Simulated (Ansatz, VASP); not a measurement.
**CdSe in VASP and in Ansatz**

POSCAR

```
CdSe
1.0
    4.3000000000      0.0000000000      0.0000000000
   -2.1500000000      3.7239092400      0.0000000000
    0.0000000000      0.0000000000      7.0200000000
Cd Se
2 2
Direct
    0.3333333300      0.6666666700      0.0000000000
    0.6666666700      0.3333333300      0.5000000000
    0.3333333300      0.6666666700      0.3850000000
    0.6666666700      0.3333333300      0.8850000000
```

Contents of INCAR.step1:

```
SYSTEM = CdSe
PREC     = Accurate       ! precision mode
ENCUT    = 600            ! plane-wave cutoff, eV
ISMEAR   = -1             ! smearing method
SIGMA    = 0.02           ! smearing width, eV
LREAL    = .False.        ! projectors in reciprocal space
LASPH    = .True.         ! aspherical terms in the spheres
NELM     = 60             ! most SCF steps
GGA      = PE             ! functional
ALGO     = Normal         ! electronic algorithm
EDIFF    = 1E-4           ! SCF threshold, eV
LWAVE    = .True.         ! write WAVECAR
LCHARG   = .False.        ! write CHGCAR
```

Contents of INCAR.step2:

```
SYSTEM = CdSe
PREC     = Accurate       ! precision mode
ENCUT    = 600            ! plane-wave cutoff, eV
EDIFF    = 1E-6           ! SCF threshold, eV
ISMEAR   = -1             ! smearing method
SIGMA    = 0.02           ! smearing width, eV
LREAL    = .False.        ! projectors in reciprocal space
LASPH    = .True.         ! aspherical terms in the spheres
NELM     = 60             ! most SCF steps
ALGO     = Normal         ! electronic algorithm
ISIF     = 3              ! what is computed and relaxed
LWAVE    = .False.        ! write WAVECAR
LCHARG   = .False.        ! write CHGCAR
METAGGA  = R2SCAN         ! meta-GGA
LMIXTAU  = .True.       
IBRION   = 2              ! ionic algorithm
NSW      = 80             ! ionic steps
EDIFFG   = -0.01          ! ionic threshold
ISTART   = 1
```

KPOINTS

```
regular mesh
0
Gamma
  6 6 4
  0 0 0
```

Input for Ansatz:

```yaml
crystal:
  lattice:
    - [4.3, 0.0, 0.0]
    - [-2.15, 3.72390924, 0.0]
    - [0.0, 0.0, 7.02]
  atoms:
    - { symbol: Cd, position: [0.33333333, 0.66666667, 0.0] }
    - { symbol: Cd, position: [0.66666667, 0.33333333, 0.5] }
    - { symbol: Se, position: [0.33333333, 0.66666667, 0.385] }
    - { symbol: Se, position: [0.66666667, 0.33333333, 0.885] }
  symmetry: { tolerance: 0.0003 }
hamiltonian:
  xc: r2scan
  pseudopotentials: { kind: paw, azcp: { folder: soft_1 } }
basis:
  ecutwfc: 500
magnetization:
  spin_polarized: false
scf:
  occupations: { method: fermi_dirac, width: 0.02 }
kpoints:
  mp_grid: { grid: [6, 6, 4], shift: [0, 0, 0] }
output:
  forces: true
  stress: true
  eigenvalues: true
relax:
  max_steps: 60
  cell: {}
```

Alike in both runs: task relaxation of cell and atoms; functional r2SCAN; k mesh 6 × 6 × 4; occupations fermi-dirac, width 0.02 eV; no spin polarisation.

|  | VASP | Ansatz |
| --- | --- | --- |
| version | VASP 6.6.1 | Ansatz 0.2.0 |
| potentials or method | VASP PAW PBE potentials, release 64 (Cd, Se), cutoff 600 eV | PAW plane waves |
| valence electrons in the cell | 36 | 72 |

Ansatz gave:

* gap on the k mesh at the Fermi level, each at its own relaxed structure (eV): 1.10
* relaxed volume (Å³/atom): 28.87
* relaxed cell length with the largest relative difference (Å): 4.341

Estimate VASP's values.

gap on the k mesh at the Fermi level, each at its own relaxed structure (eV): 1.08; relaxed volume (Å³/atom): 28.99; relaxed cell length with the largest relative difference (Å): 4.348.

VASP's potentials were made for PBE, not for r2SCAN. VASP's potentials hold 36 valence electrons a cell and Ansatz's 72, so a difference there can come from the potentials and not from the codes.
